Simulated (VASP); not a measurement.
A run of VASP 6.6.1:

The input POSCAR:

```
Sb
1.0
   -1.5476737669      1.5476737669      2.9451516806
    1.5476737669     -1.5476737669      2.9451516806
    1.5476737669      1.5476737669     -2.9451516806
Sb
1
Direct
    0.0000000000      0.0000000000      0.0000000000
```

Contents of INCAR.step1:

```
PREC = Accurate
ENCUT = 520
ISMEAR = 0
SIGMA = 0.1
LREAL = False
LASPH = True
NELM = 80
NBANDS = 8
GGA = PE
ALGO = Normal
EDIFF = 1E-4
LWAVE = True
LCHARG = False
```

File INCAR.step2:

```
PREC = Accurate
ENCUT = 520
EDIFF = 1E-6
ISMEAR = 0
SIGMA = 0.1
LREAL = False
LASPH = True
NELM = 80
ALGO = Normal
ISIF = 2
LWAVE = False
LCHARG = False
METAGGA = R2SCAN
LMIXTAU = True
NBANDS = 8
ISTART = 1
```

KPOINTS

```
Automatic mesh
0
Gamma
  26 26 26
```

Potentials or basis: VASP PAW PBE potentials, release 64 (Sb).

Launch:

```bash
$ cat potpaw_PBE.64/Sb/POTCAR > POTCAR
$ cp INCAR.step1 INCAR
$ mpirun -np 1 vasp_std > vasp.out
$ cp INCAR.step2 INCAR
$ mpirun -np 1 vasp_std > vasp.out
```

Hardware: 1 thread of AMD EPYC 7R13 Processor (Zen 3), with other jobs on the host.

Task: Estimate the wall time of this run.

Result: It took 18 min on 1 thread of AMD EPYC 7R13 Processor (Zen 3) (shared host), peak memory 0.38 GiB. Counts: k points 1330.
